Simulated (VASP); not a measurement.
# HfMoC2 (P4/mmm) in VASP: further runs

HfMoC2 is run at these levels: LDA, r2SCAN; tasks: single point.

Everything below comes from runs of VASP 6.6.1. Logs are shortened: lines on timing, memory, paths and dates and some standing lists are left out, and cuts for length are marked.

## Step 1: The cell of the first run

It takes space group P4/mmm (No. 123, tetragonal). Conventional cell: a = 3.254 Å, b = 3.254 Å, c = 4.573 Å, α = 90.00°, β = 90.00°, γ = 90.00°. Within 3.0 Å of Hf (site symmetry 4/mmm) lie 6 C at 2.29 to 2.30 Å. Within 3.0 Å of Mo (site symmetry 4/mmm) lie 6 C at 2.29 to 2.30 Å. C (site symmetry 4/mmm) has 2 Mo at 2.29 Å and 4 Hf at 2.30 Å within 3.0 Å. Within 3.0 Å of C (site symmetry 4/mmm) lie 2 Hf at 2.29 Å and 4 Mo at 2.30 Å.

## Step 2: Single point, LDA

Contents of INCAR:

```
SYSTEM = HfMoC2
PREC     = Accurate       ! precision mode
ENCUT    = 520            ! plane-wave cutoff, eV
EDIFF    = 1E-6           ! SCF threshold, eV
ISMEAR   = -1             ! smearing method
SIGMA    = 0.05           ! smearing width, eV
LREAL    = .False.        ! projectors in reciprocal space
LASPH    = .True.         ! aspherical terms in the spheres
NELM     = 60             ! most SCF steps
ALGO     = Normal         ! electronic algorithm
ISIF     = 2              ! what is computed and relaxed
LWAVE    = .False.        ! write WAVECAR
LCHARG   = .False.        ! write CHGCAR
NBANDS   = 24             ! bands
```

Contents of KPOINTS:

```
regular mesh
0
Gamma
  8 8 6
  0 0 0
```

Contents of POSCAR:

```
HfMoC2
1.0
    3.2540158126      0.0000000000      0.0000000000
    0.0000000000      3.2540158126      0.0000000000
    0.0000000000      0.0000000000      4.5731307251
Hf Mo C
1 1 2
Direct
    0.0000000000      0.0000000000      0.0000000000
    0.5000000000      0.5000000000      0.5000000000
    0.5000000000      0.5000000000      0.0000000000
    0.0000000000      0.0000000000      0.5000000000
```

Potentials or basis: VASP PAW LDA potentials, release 64 (Hf_pv, Mo_sv, C).

Started as:

```bash
cat potpaw_LDA.64/Hf_pv/POTCAR potpaw_LDA.64/Mo_sv/POTCAR potpaw_LDA.64/C/POTCAR > POTCAR
mpirun -np 1 vasp_std > vasp.out
```

OUTCAR:

```text
SYSTEM = HfMoC2
   PREC = Accurate
   ENCUT = 520
   EDIFF = 1E-6
   ISMEAR = -1
   LREAL = .False.
   LASPH = .True.
   NELM = 60
   ISIF = 2

 ion  position               nearest neighbor table
   1  0.000  0.000  0.000-   4 2.29   4 2.29   3 2.30   3 2.30   3 2.30   3 2.30   2 3.24   2 3.24
                             2 3.24   2 3.24   2 3.24   2 3.24   2 3.24   2 3.24
   2  0.500  0.500  0.500-   3 2.29   3 2.29   4 2.30   4 2.30   4 2.30   4 2.30   1 3.24   1 3.24
                             1 3.24   1 3.24   1 3.24   1 3.24   1 3.24   1 3.24
   3  0.500  0.500  0.000-   2 2.29   2 2.29   1 2.30   1 2.30   1 2.30   1 2.30
   4  0.000  0.000  0.500-   1 2.29   1 2.29   2 2.30   2 2.30   2 2.30   2 2.30

  LATTYP: Found a simple tetragonal cell.
 ALAT       =     3.2540158126
 C/A-ratio  =     1.4053806092

  Lattice vectors:

 A1 = (   3.2540158126,   0.0000000000,   0.0000000000)
 A2 = (   0.0000000000,   3.2540158126,   0.0000000000)
 A3 = (   0.0000000000,   0.0000000000,   4.5731307251)

Analysis of symmetry for initial positions (statically):
=====================================================================
 Subroutine PRICEL returns:
 Original cell was already a primitive cell.

 Routine SETGRP: Setting up the symmetry group for a
 simple tetragonal supercell.

 Subroutine GETGRP returns: Found 16 space group operations
 (whereof 16 operations were pure point group operations)
 out of a pool of 16 trial point group operations.

The static configuration has the point symmetry D_4h.

Analysis of symmetry for dynamics (positions and initial velocities):
=====================================================================
 Subroutine PRICEL returns:
 Original cell was already a primitive cell.

 Routine SETGRP: Setting up the symmetry group for a
 simple tetragonal supercell.

 Subroutine GETGRP returns: Found 16 space group operations
 (whereof 16 operations were pure point group operations)
 out of a pool of 16 trial point group operations.

The dynamic configuration has the point symmetry D_4h.

 Subroutine INISYM returns: Found 16 space group operations
 (whereof 16 operations are pure point group operations),
 and found     1 'primitive' translations

----------------------------------------------------------------------------------------

                                     Primitive cell

  volume of cell :      48.4231

  direct lattice vectors                    reciprocal lattice vectors
     3.254015813  0.000000000  0.000000000     0.307312582  0.000000000  0.000000000
     0.000000000  3.254015813  0.000000000     0.000000000  0.307312582  0.000000000
     0.000000000  0.000000000  4.573130725     0.000000000  0.000000000  0.218668580

  length of vectors
     3.254015813  3.254015813  4.573130725     0.307312582  0.307312582  0.218668580

  position of ions in fractional coordinates (direct lattice)
     0.000000000  0.000000000  0.000000000
     0.500000000  0.500000000  0.500000000
     0.500000000  0.500000000  0.000000000
     0.000000000  0.000000000  0.500000000

  ion indices of the primitive-cell ions
   primitive index   ion index
                 1           1
                 2           2
                 3           3
                 4           4

----------------------------------------------------------------------------------------

 KPOINTS: regular mesh

Automatic generation of k-mesh.
 Grid dimensions read from file:
 generate k-points for:    8    8    6

 Generating k-lattice:

  Cartesian coordinates                     Fractional coordinates (reciprocal lattice)
     0.038414073  0.000000000  0.000000000     0.125000000  0.000000000  0.000000000
     0.000000000  0.038414073  0.000000000     0.000000000  0.125000000  0.000000000
     0.000000000  0.000000000  0.036444763     0.000000000  0.000000000  0.166666667

  Length of vectors
     0.038414073  0.038414073  0.036444763

  Shift w.r.t. Gamma in fractional coordinates (k-lattice)
     0.000000000  0.000000000  0.000000000

 Subroutine IBZKPT returns following result:
 ===========================================

 Found     60 irreducible k-points:

 Following reciprocal coordinates:
            Coordinates               Weight
  0.000000  0.000000  0.000000      1.000000
  0.125000  0.000000  0.000000      4.000000
  0.250000  0.000000  0.000000      4.000000
  0.375000  0.000000  0.000000      4.000000
  0.500000  0.000000  0.000000      2.000000
  0.125000  0.125000  0.000000      4.000000
[... 16 lines left out ...]
  0.375000  0.125000  0.166667     16.000000
  0.500000  0.125000  0.166667      8.000000
 [... further k-points ...]
   k-points           NKPTS =     60   k-points in BZ     NKDIM =     60   number of bands    NBANDS=     24
   number of dos      NEDOS =    301   number of ions     NIONS =      4
   total plane-waves  NPLWV =  20736
   dimension x,y,z NGX =    24 NGY =   24 NGZ =   36
   dimension x,y,z NGXF=    48 NGYF=   48 NGZF=   72
   ions per type =               1   1   2
   NGX,Y,Z   is equivalent  to a cutoff of  12.26, 12.26, 13.09 a.u.
   NGXF,Y,Z  is equivalent  to a cutoff of  24.52, 24.52, 26.17 a.u.
 SYSTEM =  HfMoC2
   PREC   = accura    normal or accurate (medium, high low for compatibility)
   ISTART =      0    job   : 0-new  1-cont  2-samecut
   ICHARG =      2    charge: 1-file 2-atom 10-const
   ISPIN  =      1    spin polarized calculation?
   LNONCOLLINEAR =      F non collinear calculations
   LSORBIT =      F    spin-orbit coupling
   LASPH  =      T    aspherical Exc in radial PAW
   ENCUT  =  520.0 eV  38.22 Ry    6.18 a.u.   6.05  6.05  8.50*2*pi/ulx,y,z
   NELM   =     60;   NELMIN=  2; NELMDL= -5     # of ELM steps
   EDIFF  = 0.1E-05   stopping-criterion for ELM
   LREAL  =      F    real-space projection
   EDIFFG = 0.1E-04   stopping-criterion for IOM
   NSW    =      0    number of steps for IOM
   IBRION =     -1    ionic relax: 0-MD 1-quasi-New 2-CG
   NFREE  =      0    steps in history (QN), initial steepest desc. (CG)
   ISIF   =      2    stress and relaxation
   ISYM   =      2    0-nonsym 1-usesym 2-fastsym
   POTIM  = 0.5000    time-step for ionic-motion
   TEBEG  =    0.0;   TEEND  =   0.0 temperature during run
   PSTRESS=    0.0 pullay stress
   NELECT =      32.0000    total number of electrons
   NUPDOWN=      -1.0000    fix difference up-down
   EMIN   =  10.00;   EMAX   =-10.00  energy-range for DOS
   EFERMI =   0.00;   METHOD = LEGACY
   ISMEAR =    -1;   SIGMA  =   0.05  broadening in eV -4-tet -1-fermi 0-gaus
   EFERMI_NEDOS =   21; number of points for ismear=-14 and -15
   IALGO  =     38    algorithm
   IMIX   =      4    mixing-type and parameters
     AMIX     =   0.40;   BMIX     =  1.00
     AMIX_MAG =   1.60;   BMIX_MAG =  1.00
  volume/ion in A,a.u.               =      12.11        81.69
  Fermi-wavevector in a.u.,A,eV,Ry     =   1.425959  2.694673 27.665548  2.033360
  Thomas-Fermi vector in A             =   2.546288
   LORBIT       =      0    0 simple, 1 ext, 2 COOP (PROOUT), +10 PAW based schemes
   GGA     = CA    functional components
   LHFCALC =     F    Hartree Fock is set to
   AEXX    =    0.0000 exact exchange contribution
   IVDW    =     0    specifies the selected vdW correction
   LEPSILON=     F    determine dielectric tensor
   LRPA    =     F    only Hartree local field effects (RPA)
 non-spin polarized calculation
  energy-cutoff  :      520.00
  volume of cell :       48.42
 maximum number of plane-waves:      1324
   NGX = 13   NGY = 13   NGZ = 17

 number of electron      32.0000007 magnetization

 Free energy of the ion-electron system (eV)
  ---------------------------------------------------
  ext. energy  EPLUGINS =         0.00000000
  ---------------------------------------------------
  free energy    TOTEN  =       -44.51174055 eV

  energy without entropy =      -44.49846304  energy(sigma->0) =      -44.50510180

 E-fermi :   8.5944     XC(G=0): -12.8116

 val. band max:        8.5592625853   @ k =   0.5000   0.0000   0.1667
 cond. band min:       8.5990136168   @ k =   0.1250   0.1250   0.3333
 fundamental gap:      0.0397510315
 Fermi energy:         8.5943926936

 k-point     1 :       0.0000    0.0000    0.0000
  band No.  band energies     occupation
      1     -53.0720      2.00000
      2     -27.2814      2.00000
      3     -27.2464      2.00000
      4     -27.2464      2.00000
      5     -21.7500      2.00000
      6     -21.4990      2.00000
[... 16 lines left out ...]
     23      12.8234      0.00000
     24      12.8234      0.00000

 k-point     2 :       0.1250    0.0000    0.0000
  band No.  band energies     occupation
      1     -53.0699      2.00000
      2     -27.2775      2.00000
      3     -27.2762      2.00000
      4     -27.2426      2.00000
      5     -21.7463      2.00000
      6     -21.5628      2.00000
[... 16 lines left out ...]
     23      12.8114      0.00000
     24      13.6247      0.00000

 k-point     3 :       0.2500    0.0000    0.0000
  band No.  band energies     occupation
      1     -53.0651      2.00000
      2     -27.3477      2.00000
      3     -27.2682      2.00000
      4     -27.2334      2.00000
      5     -21.7375      2.00000
      6     -21.7134      2.00000
[... 16 lines left out ...]
     23      12.7795      0.00000
     24      15.2398      0.00000

 k-point     4 :       0.3750    0.0000    0.0000
  band No.  band energies     occupation
      1     -53.0602      2.00000
      2     -27.4184      2.00000
      3     -27.2589      2.00000
      4     -27.2242      2.00000
      5     -21.8595      2.00000
      6     -21.7286      2.00000
[... 16 lines left out ...]
     23      14.2949      0.00000
     24      14.8708      0.00000

 k-point     5 :       0.5000    0.0000    0.0000
  band No.  band energies     occupation
      1     -53.0581      2.00000
      2     -27.4474      2.00000
      3     -27.2550      2.00000
      4     -27.2204      2.00000
      5     -21.9188      2.00000
      6     -21.7249      2.00000
[... 451 lines left out ...]
 k-point    22 :       0.2500    0.1250    0.1667
  band No.  band energies     occupation
      1     -53.0630      2.00000
      2     -27.3442      2.00000
      3     -27.2660      2.00000
      4     -27.2629      2.00000
      5     -21.7369      2.00000
      6     -21.7015      2.00000
[... 16 lines left out ...]
     23      13.1679      0.00000
     24      15.2476      0.00000

 k-point    23 :       0.3750    0.1250    0.1667
  band No.  band energies     occupation
      1     -53.0581      2.00000
      2     -27.4151      2.00000
      3     -27.2580      2.00000
      4     -27.2535      2.00000
      5     -21.8451      2.00000
      6     -21.7243      2.00000
[... 16 lines left out ...]
     23      13.9196      0.00000
     24      15.9574      0.00000

 k-point    24 :       0.5000    0.1250    0.1667
  band No.  band energies     occupation
      1     -53.0561      2.00000
      2     -27.4443      2.00000
      3     -27.2547      2.00000
      4     -27.2496      2.00000
      5     -21.9031      2.00000
      6     -21.7194      2.00000
[... 16 lines left out ...]
     23      14.3698      0.00000
     24      15.9210      0.00000

 [... further k-points ...]
[... 5 lines left out ...]
  --------------------------------------------------------------------------------------
  -------------------------------------------------------------------------------------
  Total       -7.6366644     -7.6366644     -8.8620069      0.0000000      0.0000000     -0.0000000
  in kB     -252.6744645   -252.6744645   -293.2173967      0.0000000      0.0000000     -0.0000000
  external PRESSURE =    -266.1887752 kB  Pullay stress =       0.0000000 kB

 VOLUME and BASIS-vectors are now :
 -----------------------------------------------------------------------------
  energy-cutoff  :      520.00
  volume of cell :       48.42
      direct lattice vectors                 reciprocal lattice vectors
     3.254015813  0.000000000  0.000000000     0.307312582  0.000000000  0.000000000
     0.000000000  3.254015813  0.000000000     0.000000000  0.307312582  0.000000000
     0.000000000  0.000000000  4.573130725     0.000000000  0.000000000  0.218668580

 POSITION                                       TOTAL-FORCE (eV/Angst)
 -----------------------------------------------------------------------------------
      0.00000      0.00000      0.00000         0.000000      0.000000      0.000000
      1.62701      1.62701      2.28657         0.000000      0.000000      0.000000
      1.62701      1.62701      0.00000         0.000000      0.000000      0.000000
      0.00000      0.00000      2.28657         0.000000      0.000000      0.000000
 -----------------------------------------------------------------------------------
    total drift:                                0.000000      0.000000     -0.000000

  FREE ENERGIE OF THE ION-ELECTRON SYSTEM (eV)
  ---------------------------------------------------
  free  energy   TOTEN  =       -44.5117405476 eV

  energy  without entropy=      -44.4984630443  energy(sigma->0) =      -44.50510180
```

Wall time 62 s (1 thread of AMD EPYC 7R43 (Zen 3), shared host); peak memory 0.15 GiB.

What came out:

* Free energy: -44.5117 eV
* Pressure: -26.6 GPa
* Band gap on the k mesh: zero (band 16 reaches 9.60 eV, above the bottom of band 17 at 7.34 eV)

Caveat: spin-orbit coupling is left out, which moves the levels of the heavy elements.

## Step 3: Single point, r2SCAN

This run uses another cell than the first one, of 11.42 Å³/atom, 0.943 times its volume.

Contents of POSCAR:

```
HfMoC2
1.0
    3.1914230000      0.0000000000      0.0000000000
    0.0000000000      3.1914230000      0.0000000000
    0.0000000000      0.0000000000      4.4851640000
Hf Mo C
1 1 2
Direct
    0.0000000000      0.0000000000      0.0000000000
    0.5000000000      0.5000000000      0.5000000000
    0.5000000000      0.5000000000      0.0000000000
    0.0000000000      0.0000000000      0.5000000000
```

Contents of INCAR.step1:

```
ALGO = Normal ; EDIFF = 1E-4
ENCUT = 520 ; GGA = PE
ISMEAR = -1 ; LASPH = True
LCHARG = False ; LREAL = False
LWAVE = True ; NBANDS = 24
NELM = 60 ; PREC = Accurate
SIGMA = 0.05
```

Contents of INCAR.step2:

```
ALGO = Normal ; EDIFF = 1E-6
ENCUT = 520 ; ISIF = 2
ISMEAR = -1 ; ISTART = 1
LASPH = True ; LCHARG = True
LELF = True ; LMIXTAU = True
LREAL = False ; LVHAR = True
LWAVE = False ; METAGGA = R2SCAN
NBANDS = 24 ; NELM = 60
PREC = Accurate ; SIGMA = 0.05
```

Contents of KPOINTS:

```
k-points
0
Gamma
  8 8 6
```

Potentials or basis: VASP PAW PBE potentials, release 64 (Hf_pv, Mo_sv, C).

Started as:

```bash
cat potpaw_PBE.64/Hf_pv/POTCAR potpaw_PBE.64/Mo_sv/POTCAR potpaw_PBE.64/C/POTCAR > POTCAR
cp INCAR.step1 INCAR
mpirun -np 1 vasp_std > vasp.out
cp INCAR.step2 INCAR
mpirun -np 1 vasp_std > vasp.out
```

Wall time 3.6 min (1 thread of AMD EPYC 7R43 (Zen 3), shared host); peak memory 0.17 GiB.

It converged, with:

```
Free energy            : -92.9618 eV
Pressure               : -3.1 GPa
Band gap on the k mesh : zero (band 16 reaches 10.54 eV, above the bottom of band 17 at 8.16 eV)
```

Stress tensor (GPa, compression positive):
```
-1.65  0.00  0.00
 0.00 -1.65  0.00
 0.00  0.00 -6.14
```

Levels at points of the mesh, in eV from the Fermi level:
```csv
k point,band 14,band 15,band 16,band 17,band 18,band 19
"(0.00, 0.00, 0.00)",-1.38,-1.38,-0.44,-0.29,-0.02,-0.01
"(0.50, 0.00, 0.00)",-3.97,-3.94,-0.45,1.03,2.27,3.27
"(0.50, 0.50, 0.00)",-1.42,-1.23,-1.23,-1.14,1.12,1.48
"(0.00, 0.00, 0.50)",-2.40,-1.86,-1.86,-1.30,-0.33,2.13
"(0.50, 0.00, 0.50)",-4.65,-4.54,1.09,1.10,1.83,4.77
"(0.50, 0.50, 0.50)",-4.46,-4.45,1.08,1.08,1.48,3.34
```

Caveat: the PAW data sets were made with another functional, which shifts forces and pressure a little; spin-orbit coupling is left out, which moves the levels of the heavy elements.
